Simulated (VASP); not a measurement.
Wanted: the native input for a VASP 6.6.1 run.

```yaml
Task: single point
Functional: PBE
Potentials_or_basis: VASP PAW PBE potentials, release 64 (Li_sv, F)
Cutoff: 750 eV
k_mesh: 8 × 8 × 8
Occupations: fermi-dirac, width 0.1 eV
Spin: no spin polarisation
Dipole_correction: no
Further_INCAR_settings: ALGO = Normal; EDIFF = 1e-06; NBANDS = 12
```

The structure of LiF lies in POSCAR:

```
LiF
1.0
    0.0000000000      2.0336630786      2.0336630786
    2.0336630786      0.0000000000      2.0336630786
    2.0336630786      2.0336630786      0.0000000000
Li F
1 1
Direct
    0.0000000000      0.0000000000      0.0000000000
    0.5000000000      0.5000000000      0.5000000000
```

These files were run (other wordings do the same):

INCAR

```
PREC = Accurate
ENCUT = 750
EDIFF = 1E-6
ISMEAR = -1
SIGMA = 0.1
LREAL = F
LASPH = T
NELM = 120
ALGO = Normal
ISIF = 2
LWAVE = F
LCHARG = F
GGA = PE
NBANDS = 12
GGA_COMPAT = F
```

KPOINTS

```
regular mesh
0
Gamma
  8 8 8
```

Potentials or basis: VASP PAW PBE potentials, release 64 (Li_sv, F).

Run with:

```console
$ cat potpaw_PBE.64/Li_sv/POTCAR potpaw_PBE.64/F/POTCAR > POTCAR
$ mpirun -np 1 vasp_std > vasp.out
```

It gave:

```
Pressure               : -0.7 GPa
Band gap on the k mesh : 8.82 eV
```

It took 8.9 s on 1 thread of AMD EPYC 7R13 Processor (Zen 3), with other jobs on the host, peak memory 0.12 GiB.
